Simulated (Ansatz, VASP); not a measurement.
## SiO2: VASP beside Ansatz

```
Si O
1.0
     6.29951    0.00000    0.00000
     0.00000    6.29951    0.00000
     0.00000    0.00000    4.86345
Si O
4 8
Direct
  0.33849 0.00000 0.75000
  0.66151 0.00000 0.25000
  0.00000 0.33849 0.00000
  0.00000 0.66151 0.50000
  0.50000 0.00000 0.50000
  0.50000 0.00000 0.00000
  0.16924 0.16924 0.87500
  0.16924 0.83076 0.62500
  0.83076 0.16924 0.12500
  0.83076 0.83076 0.37500
  0.00000 0.50000 0.75000
  0.00000 0.50000 0.25000
```

Alike in both runs: task single point; functional PBE; k mesh 4 × 4 × 4; occupations gaussian, width 0.1 eV; no spin polarisation.

|  | VASP | Ansatz |
| --- | --- | --- |
| version | VASP 6.6.1 | Ansatz 0.2.0 |
| potentials or method | VASP PAW PBE potentials, release 64 (Si, O), cutoff 520 eV | scalar-relativistic, plane waves, PAW |
| valence electrons in the cell | 64 | 64 |

```tsv
	VASP	Ansatz	Ansatz less VASP
gap on the k mesh at the Fermi level (eV)	4.07	4.08	+0.008
least direct gap on the mesh (eV)	4.07	4.08	+0.008
pressure (GPa)	7.2	7.1	-0.10
traceless stress, the component that is largest in VASP (GPa)	2.69	2.66	-0.036
rms of the force components (eV/Å)	0.979	0.974	-0.0054
```

Atom by atom the forces differ by 0.006 eV/Å (rms over components). The functional is the same, so the differences come from potentials, cutoffs and numerics.
